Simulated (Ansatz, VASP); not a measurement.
## Si12Mo5: VASP beside Ansatz

```
Si Mo
1.0
     4.51144    0.00000    0.00000
     0.00000    4.51462    0.00000
     0.00000    0.00000   25.43466
Si Mo
12 5
Direct
  0.50000 0.76835 0.30412
  0.00000 0.50242 0.32191
  0.00000 0.99989 0.36495
  0.50000 0.75558 0.40042
  0.50000 0.25248 0.44818
  0.00000 0.99664 0.47324
  0.00000 0.50125 0.52676
  0.50000 0.24541 0.55182
  0.50000 0.74230 0.59958
  0.00000 0.49800 0.63505
  0.00000 0.99547 0.67809
  0.50000 0.72954 0.69588
  0.50000 0.25882 0.34827
  0.00000 0.49976 0.42332
  0.50000 0.74894 0.50000
  0.00000 0.99813 0.57668
  0.50000 0.23907 0.65173
```

Alike in both runs: functional PBEsol; k mesh 8 × 8 × 1; occupations gaussian, width 0.1 eV; no spin polarisation.

Ansatz relaxed the structure, and its values are those at the end. VASP's run is a single point on that final structure, the one shown.

|  | VASP | Ansatz |
| --- | --- | --- |
| version | VASP 6.6.1 | Ansatz 0.2.0 |
| potentials or method | VASP PAW PBE potentials, release 64 (Si, Mo_sv), cutoff 520 eV | scalar-relativistic, plane waves, PAW |
| valence electrons in the cell | 118 | 118 |

```tsv
	VASP	Ansatz	Ansatz less VASP
gap on the k mesh at the Fermi level (eV)	none	none	-
rms of the force components (eV/Å)	0.009	0.005	-0.0033
```

VASP's potentials were made for PBE, not for PBEsol. A gap of «none» marks a metal or a gap that the smearing closes. Ansatz's warnings: xc potential rough in thin density.
